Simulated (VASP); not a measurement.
# SiO2 (P4_2/mnm) in VASP: single point with PBEsol

Aim: the single point of SiO2 with PBEsol.

Everything below comes from runs of VASP 6.6.1. Logs are shortened: lines on timing, memory, paths and dates and some standing lists are left out, and cuts for length are marked.

### 1 The cell of the first run

The structure is tetragonal, space group P4_2/mnm (No. 136). Conventional cell: a = 4.306 Å, b = 4.306 Å, c = 2.668 Å, α = 90.00°, β = 90.00°, γ = 90.00°. Si (site symmetry mmm) has 6 O at 1.78 to 1.87 Å within 2.4 Å. Within 2.4 Å of O (site symmetry m2m) lie 3 Si at 1.78 to 1.87 Å and 1 O at 2.35 Å.

### 2 Single point, PBEsol (equal xx and yy strain of +3 %)

INCAR

```
SYSTEM = SiO2
PREC     = Accurate       ! precision mode
ENCUT    = 520            ! plane-wave cutoff, eV
EDIFF    = 1E-6           ! SCF threshold, eV
ISMEAR   = -1             ! smearing method
SIGMA    = 0.03           ! smearing width, eV
LREAL    = .False.        ! projectors in reciprocal space
LASPH    = .True.         ! aspherical terms in the spheres
NELM     = 60             ! most SCF steps
ALGO     = Normal         ! electronic algorithm
ISIF     = 2              ! what is computed and relaxed
LWAVE    = .False.        ! write WAVECAR
LCHARG   = .True.         ! write CHGCAR
GGA      = PS             ! functional
LELF     = .True.         ! ELF
LVHAR    = .True.       
NBANDS   = 25             ! bands
```

KPOINTS

```
Automatic mesh
0
Gamma
  6 6 9
  0 0 0
```

POSCAR

```
SiO2
1.0
    4.3055030000      0.0000000000      0.0000000000
    0.0000000000      4.3055030000      0.0000000000
    0.0000000000      0.0000000000      2.6678000000
Si O
2 4
Direct
    0.0000000000      0.0000000000      0.0000000000
    0.5000000000      0.5000000000      0.5000000000
    0.3067000000      0.3067000000      0.0000000000
    0.1933000000      0.8067000000      0.5000000000
    0.6933000000      0.6933000000      0.0000000000
    0.8067000000      0.1933000000      0.5000000000
```

Potentials or basis: VASP PAW PBE potentials, release 64 (Si, O).

The run is started by

```
cat potpaw_PBE.64/Si/POTCAR potpaw_PBE.64/O/POTCAR > POTCAR
mpirun -np 1 vasp_std > vasp.out
```

OUTCAR:

```text
SYSTEM = SiO2
   PREC = Accurate
   ENCUT = 520
   EDIFF = 1E-6
   ISMEAR = -1
   LREAL = .False.
   LASPH = .True.
   NELM = 60
   ISIF = 2
   GGA = PS

 ion  position               nearest neighbor table
   1  0.000  0.000  0.000-   4 1.78   6 1.78   4 1.78   6 1.78   5 1.87   3 1.87
   2  0.500  0.500  0.500-   3 1.78   5 1.78   3 1.78   5 1.78   4 1.87   6 1.87
   3  0.307  0.307  0.000-   2 1.78   2 1.78   1 1.87
   4  0.193  0.807  0.500-   1 1.78   1 1.78   2 1.87
   5  0.693  0.693  0.000-   2 1.78   2 1.78   1 1.87
   6  0.807  0.193  0.500-   1 1.78   1 1.78   2 1.87

  LATTYP: Found a simple tetragonal cell.
 ALAT       =     4.3055030000
 C/A-ratio  =     0.6196256279

  Lattice vectors:

 A1 = (   4.3055030000,   0.0000000000,   0.0000000000)
 A2 = (   0.0000000000,   4.3055030000,   0.0000000000)
 A3 = (   0.0000000000,   0.0000000000,   2.6678000000)

Analysis of symmetry for initial positions (statically):
=====================================================================
 Subroutine PRICEL returns:
 Original cell was already a primitive cell.

 Routine SETGRP: Setting up the symmetry group for a
 simple tetragonal supercell.

 Subroutine GETGRP returns: Found 16 space group operations
 (whereof  8 operations were pure point group operations)
 out of a pool of 16 trial point group operations.

The static configuration has the point symmetry D_2h.
 The point group associated with its full space group is D_4h.

Analysis of symmetry for dynamics (positions and initial velocities):
=====================================================================
 Subroutine PRICEL returns:
 Original cell was already a primitive cell.

 Routine SETGRP: Setting up the symmetry group for a
 simple tetragonal supercell.

 Subroutine GETGRP returns: Found 16 space group operations
 (whereof  8 operations were pure point group operations)
 out of a pool of 16 trial point group operations.

The dynamic configuration has the point symmetry D_2h.
 The point group associated with its full space group is D_4h.

 Subroutine INISYM returns: Found 16 space group operations
 (whereof  8 operations are pure point group operations),
 and found     1 'primitive' translations

----------------------------------------------------------------------------------------

                                     Primitive cell

  volume of cell :      49.4540

  direct lattice vectors                    reciprocal lattice vectors
     4.305503000  0.000000000  0.000000000     0.232260900  0.000000000  0.000000000
     0.000000000  4.305503000  0.000000000     0.000000000  0.232260900  0.000000000
     0.000000000  0.000000000  2.667800000     0.000000000  0.000000000  0.374840693

  length of vectors
     4.305503000  4.305503000  2.667800000     0.232260900  0.232260900  0.374840693

  position of ions in fractional coordinates (direct lattice)
     0.000000000  0.000000000  0.000000000
     0.500000000  0.500000000  0.500000000
     0.306700000  0.306700000  0.000000000
     0.193300000  0.806700000  0.500000000
     0.693300000  0.693300000  0.000000000
     0.806700000  0.193300000  0.500000000

  ion indices of the primitive-cell ions
   primitive index   ion index
                 1           1
                 2           2
                 3           3
                 4           4
                 5           5
                 6           6

----------------------------------------------------------------------------------------

 KPOINTS: Automatic mesh

Automatic generation of k-mesh.
 Grid dimensions read from file:
 generate k-points for:    6    6    9

 Generating k-lattice:

  Cartesian coordinates                     Fractional coordinates (reciprocal lattice)
     0.038710150  0.000000000  0.000000000     0.166666667  0.000000000  0.000000000
     0.000000000  0.038710150  0.000000000     0.000000000  0.166666667  0.000000000
     0.000000000  0.000000000  0.041648966     0.000000000  0.000000000  0.111111111

  Length of vectors
     0.038710150  0.038710150  0.041648966

  Shift w.r.t. Gamma in fractional coordinates (k-lattice)
     0.000000000  0.000000000  0.000000000

 Subroutine IBZKPT returns following result:
 ===========================================

 Found     50 irreducible k-points:

 Following reciprocal coordinates:
            Coordinates               Weight
  0.000000  0.000000  0.000000      1.000000
  0.166667  0.000000  0.000000      4.000000
  0.333333  0.000000  0.000000      4.000000
  0.500000  0.000000  0.000000      2.000000
  0.166667  0.166667  0.000000      4.000000
  0.333333  0.166667  0.000000      8.000000
[... 16 lines left out ...]
  0.333333  0.000000  0.222222      8.000000
  0.500000  0.000000  0.222222      4.000000
 [... further k-points ...]
   k-points           NKPTS =     50   k-points in BZ     NKDIM =     50   number of bands    NBANDS=     25
   number of dos      NEDOS =    301   number of ions     NIONS =      6
   total plane-waves  NPLWV =  20480
   dimension x,y,z NGX =    32 NGY =   32 NGZ =   20
   dimension x,y,z NGXF=    64 NGYF=   64 NGZF=   40
   ions per type =               2   4
   NGX,Y,Z   is equivalent  to a cutoff of  12.36, 12.36, 12.46 a.u.
   NGXF,Y,Z  is equivalent  to a cutoff of  24.71, 24.71, 24.93 a.u.
 SYSTEM =  SiO2
   PREC   = accura    normal or accurate (medium, high low for compatibility)
   ISTART =      0    job   : 0-new  1-cont  2-samecut
   ICHARG =      2    charge: 1-file 2-atom 10-const
   ISPIN  =      1    spin polarized calculation?
   LNONCOLLINEAR =      F non collinear calculations
   LSORBIT =      F    spin-orbit coupling
   LASPH  =      T    aspherical Exc in radial PAW
   ENCUT  =  520.0 eV  38.22 Ry    6.18 a.u.   8.01  8.01  4.96*2*pi/ulx,y,z
   NELM   =     60;   NELMIN=  2; NELMDL= -5     # of ELM steps
   EDIFF  = 0.1E-05   stopping-criterion for ELM
   LREAL  =      F    real-space projection
   EDIFFG = 0.1E-04   stopping-criterion for IOM
   NSW    =      0    number of steps for IOM
   IBRION =     -1    ionic relax: 0-MD 1-quasi-New 2-CG
   NFREE  =      0    steps in history (QN), initial steepest desc. (CG)
   ISIF   =      2    stress and relaxation
   ISYM   =      2    0-nonsym 1-usesym 2-fastsym
   POTIM  = 0.5000    time-step for ionic-motion
   TEBEG  =    0.0;   TEEND  =   0.0 temperature during run
   PSTRESS=    0.0 pullay stress
   NELECT =      32.0000    total number of electrons
   NUPDOWN=      -1.0000    fix difference up-down
   EMIN   =  10.00;   EMAX   =-10.00  energy-range for DOS
   EFERMI =   0.00;   METHOD = LEGACY
   ISMEAR =    -1;   SIGMA  =   0.03  broadening in eV -4-tet -1-fermi 0-gaus
   EFERMI_NEDOS =   21; number of points for ismear=-14 and -15
   IALGO  =     38    algorithm
   IMIX   =      4    mixing-type and parameters
     AMIX     =   0.40;   BMIX     =  1.00
     AMIX_MAG =   1.60;   BMIX_MAG =  1.00
  volume/ion in A,a.u.               =       8.24        55.62
  Fermi-wavevector in a.u.,A,eV,Ry     =   1.415982  2.675818 27.279758  2.005006
  Thomas-Fermi vector in A             =   2.537364
   LORBIT       =      0    0 simple, 1 ext, 2 COOP (PROOUT), +10 PAW based schemes
   GGA     = PS    functional components
   LHFCALC =     F    Hartree Fock is set to
   AEXX    =    0.0000 exact exchange contribution
   IVDW    =     0    specifies the selected vdW correction
   LEPSILON=     F    determine dielectric tensor
   LRPA    =     F    only Hartree local field effects (RPA)
 non-spin polarized calculation
  energy-cutoff  :      520.00
  volume of cell :       49.45
 maximum number of plane-waves:      1372
   NGX = 17   NGY = 17   NGZ =  9

 number of electron      32.0000005 magnetization

 Free energy of the ion-electron system (eV)
  ---------------------------------------------------
  ext. energy  EPLUGINS =         0.00000000
  ---------------------------------------------------
  free energy    TOTEN  =       -48.87648068 eV

  energy without entropy =      -48.87648068  energy(sigma->0) =      -48.87648068

 E-fermi :   7.9424     XC(G=0): -12.2048

 val. band max:        7.2974552696   @ k =   0.0000   0.0000   0.0000
 cond. band min:      11.9598586243   @ k =   0.0000   0.0000   0.0000
 fundamental gap:      4.6624033547
 Fermi energy:         7.9424249370

 k-point     1 :       0.0000    0.0000    0.0000
  band No.  band energies     occupation
      1     -14.6679      2.00000
      2     -11.3280      2.00000
      3     -11.3280      2.00000
      4     -11.2031      2.00000
      5      -3.2323      2.00000
      6       1.0210      2.00000
[... 17 lines left out ...]
     24      20.4088      0.00000
     25      21.9562      0.00000

 k-point     2 :       0.1667    0.0000    0.0000
  band No.  band energies     occupation
      1     -14.5349      2.00000
      2     -11.9645      2.00000
      3     -11.2624      2.00000
      4     -10.8381      2.00000
      5      -3.0485      2.00000
      6       0.3123      2.00000
[... 17 lines left out ...]
     24      19.9296      0.00000
     25      21.8999      0.00000

 k-point     3 :       0.3333    0.0000    0.0000
  band No.  band energies     occupation
      1     -14.1465      2.00000
      2     -12.7721      2.00000
      3     -11.0875      2.00000
      4     -10.7401      2.00000
      5      -2.5342      2.00000
      6      -0.7706      2.00000
[... 17 lines left out ...]
     24      20.3039      0.00000
     25      21.5930      0.00000

 k-point     4 :       0.5000    0.0000    0.0000
  band No.  band energies     occupation
      1     -13.5368      2.00000
      2     -13.5368      2.00000
      3     -10.8732      2.00000
      4     -10.8732      2.00000
      5      -1.7552      2.00000
      6      -1.7552      2.00000
[... 17 lines left out ...]
     24      20.5835      0.00000
     25      21.2952      0.00000

 k-point     5 :       0.1667    0.1667    0.0000
  band No.  band energies     occupation
      1     -14.4057      2.00000
      2     -12.1457      2.00000
      3     -11.4045      2.00000
      4     -10.7405      2.00000
      5      -2.8415      2.00000
      6       0.2302      2.00000
[... 17 lines left out ...]
     24      19.7578      0.00000
     25      21.9005      0.00000

 k-point     6 :       0.3333    0.1667    0.0000
  band No.  band energies     occupation
      1     -14.0300      2.00000
      2     -12.7507      2.00000
      3     -11.3046      2.00000
      4     -10.8009      2.00000
      5      -2.2806      2.00000
      6      -0.5522      2.00000
[... 17 lines left out ...]
     24      20.1536      0.00000
     25      21.5593      0.00000
[... 393 lines left out ...]
 k-point    21 :       0.0000    0.0000    0.2222
  band No.  band energies     occupation
      1     -14.0378      2.00000
      2     -11.1244      2.00000
      3     -11.0112      2.00000
      4     -11.0112      2.00000
      5      -2.9960      2.00000
      6       1.0057      2.00000
[... 17 lines left out ...]
     24      20.4216      0.00000
     25      20.9805      0.00000

 k-point    22 :       0.1667    0.0000    0.2222
  band No.  band energies     occupation
      1     -13.9145      2.00000
      2     -11.6348      2.00000
      3     -10.9648      2.00000
      4     -10.7308      2.00000
      5      -2.7525      2.00000
      6       0.5200      2.00000
[... 17 lines left out ...]
     24      20.5373      0.00000
     25      20.6753      0.00000

 k-point    23 :       0.3333    0.0000    0.2222
  band No.  band energies     occupation
      1     -13.5564      2.00000
      2     -12.3234      2.00000
      3     -10.8443      2.00000
      4     -10.6363      2.00000
      5      -2.1117      2.00000
      6      -0.3255      2.00000
[... 17 lines left out ...]
     24      19.8988      0.00000
     25      20.9441      0.00000

 k-point    24 :       0.5000    0.0000    0.2222
  band No.  band energies     occupation
      1     -13.0019      2.00000
      2     -13.0019      2.00000
      3     -10.7060      2.00000
      4     -10.7060      2.00000
      5      -1.2557      2.00000
      6      -1.2557      2.00000
[... 17 lines left out ...]
     24      19.8234      0.00000
     25      20.7168      0.00000

 [... further k-points ...]

------------------------ aborting loop because EDIFF is reached ----------------------------------------

  FORCE on cell =-STRESS in cart. coord.  units (eV):
  Direction    XX          YY          ZZ          XY          YZ          ZX
  --------------------------------------------------------------------------------------
  -------------------------------------------------------------------------------------
  Total       -4.5583544     -4.5583544     -1.4881937      0.0000000      0.0000000      0.0000000
  in kB     -147.6786154   -147.6786154    -48.2135366      0.0000000      0.0000000      0.0000000
  external PRESSURE =    -114.5235892 kB  Pullay stress =       0.0000000 kB

 VOLUME and BASIS-vectors are now :
 -----------------------------------------------------------------------------
  energy-cutoff  :      520.00
  volume of cell :       49.45
      direct lattice vectors                 reciprocal lattice vectors
     4.305503000  0.000000000  0.000000000     0.232260900  0.000000000  0.000000000
     0.000000000  4.305503000  0.000000000     0.000000000  0.232260900  0.000000000
     0.000000000  0.000000000  2.667800000     0.000000000  0.000000000  0.374840693

 POSITION                                       TOTAL-FORCE (eV/Angst)
 -----------------------------------------------------------------------------------
      0.00000      0.00000      0.00000         0.000000      0.000000      0.000000
      2.15275      2.15275      1.33390         0.000000      0.000000      0.000000
      1.32050      1.32050      0.00000         0.275914      0.275914     -0.000000
      0.83225      3.47325      1.33390        -0.275914      0.275914      0.000000
      2.98501      2.98501      0.00000        -0.275914     -0.275914      0.000000
      3.47325      0.83225      1.33390         0.275914     -0.275914      0.000000
 -----------------------------------------------------------------------------------
    total drift:                                0.000000      0.000000      0.000000

  FREE ENERGIE OF THE ION-ELECTRON SYSTEM (eV)
  ---------------------------------------------------
  free  energy   TOTEN  =       -48.8764806837 eV

  energy  without entropy=      -48.8764806837  energy(sigma->0) =      -48.87648068
```

Wall time 58 s (1 thread of Intel Xeon 8259CL, shared host); peak memory 0.18 GiB.

What came out:

| Item | Value |
| --- | --- |
| Free energy | -48.8765 eV |
| Pressure | -11.5 GPa |
| Largest force | 0.390 eV/Å |
| Band gap on the k mesh | 4.66 eV |

Forces on the atoms (eV/Å):
```
Si   0.000  0.000  0.000
Si   0.000  0.000  0.000
O    0.276  0.276  0.000
O   -0.276  0.276  0.000
O   -0.276 -0.276  0.000
O    0.276 -0.276  0.000
```

Levels at points of the mesh, in eV from the valence-band top:
```tsv
k point	band 12	band 13	band 14	band 15	band 16	band 17	band 18	band 19	band 20	band 21
(0.00, 0.00, 0.00)	-2.84	-2.36	-0.87	-0.87	0.00	4.66	6.73	8.25	8.25	10.69
(0.50, 0.00, 0.00)	-3.66	-2.46	-2.46	-1.06	-1.06	7.08	7.08	8.88	8.88	10.25
(0.50, 0.50, 0.00)	-2.94	-2.47	-2.47	-2.19	-2.19	6.87	6.87	9.70	9.70	11.98
```

Caveat: the cell differs from its parent crystal (equal xx and yy strain of +3 %); the stress differs along the axes, from -15 to -5 GPa; the PAW data sets were made with another functional, which shifts forces and pressure a little.
